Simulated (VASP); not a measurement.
Runs of VASP 6.6.1 on Cl. The structure is that of space group Fd-3m (No. 227), or close to it. The cells are those of the table. 

| task | cell | gap on the mesh (eV) | pressure (GPa) |
| --- | --- | --- | --- |
| single point | a = 3.966 Å, angles 60.0°, 2 atoms | none | 19.8 |
| single point | a = 4.153 Å, angles 60.0°, 2 atoms | none | 9.9 |
| relaxation of cell and atoms | relaxed from a = 4.349 Å, angles 60.0°, 2 atoms | none | 0.0 |
| relaxation of cell and atoms | relaxed to 30 GPa from a = 4.349 Å, angles 60.0°, 2 atoms | none | 30.0 |
| single point | a = 3.831 Å, angles 60.0°, 2 atoms | none | (a) |

Alike in all rows: level PBE; potentials or basis VASP PAW PBE potentials, release 64 (Cl); no spin polarisation; k mesh 5 × 5 × 5; cutoff (eV) 500; smearing fermi-dirac 0.01 eV.

Task: Estimate the missing entries.

Result: (a) 29.8.

Caveats: some runs use coarse meshes; the cell is relaxed towards a set pressure, so the run minimises the enthalpy, not the energy (at least some runs).

A gap of «none» marks levels without a gap at the run's occupations.
